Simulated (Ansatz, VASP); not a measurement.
# Two plane-wave programs on HC18N

```
C N H
1.0
     7.39800    0.00000    0.00000
    -3.69900    6.40686    0.00000
     0.00000    0.00000   11.00000
C N H
18 1 1
Direct
  0.99800 0.01561 0.08347
  0.21764 0.12530 0.08386
  0.99685 0.34750 0.08288
  0.21757 0.45467 0.09103
  0.99676 0.68294 0.08283
  0.21688 0.79631 0.09109
  0.32822 0.01286 0.08848
  0.55546 0.12648 0.08850
  0.32840 0.34847 0.08807
  0.55528 0.46191 0.08808
  0.32367 0.67865 0.11766
  0.55998 0.79680 0.11774
  0.66680 0.02127 0.09116
  0.88690 0.12801 0.08287
  0.66603 0.34950 0.08385
  0.88568 0.45945 0.08344
  0.66611 0.67894 0.09108
  0.88681 0.79249 0.08291
  0.44178 0.74450 0.23385
  0.44171 0.61752 0.26988
```

Alike in both runs: functional r2SCAN; dispersion D3(BJ); k mesh 2 × 2 × 1; occupations gaussian, width 0.05 eV; no spin polarisation.

Ansatz relaxed the structure, and its values are those at the end. VASP's run is a single point on that final structure, the one shown.

|  | VASP | Ansatz |
| --- | --- | --- |
| version | VASP 6.6.1 | Ansatz 0.2.0 |
| potentials or method | VASP PAW PBE potentials, release 64 (C, N, H), cutoff 520 eV | scalar-relativistic, plane waves, PAW |
| valence electrons in the cell | 78 | 78 |

|  | VASP | Ansatz | Ansatz less VASP |
| --- | --- | --- | --- |
| rms of the force components (eV/Å) | 0.026 | 0.002 | -0.0238 |

VASP's potentials were made for PBE, not for r2SCAN. Ansatz's warnings: dispersion damping borrowed, xc potential rough in thin density.

The k mesh is coarse, so the values compare programs but aren't converged.
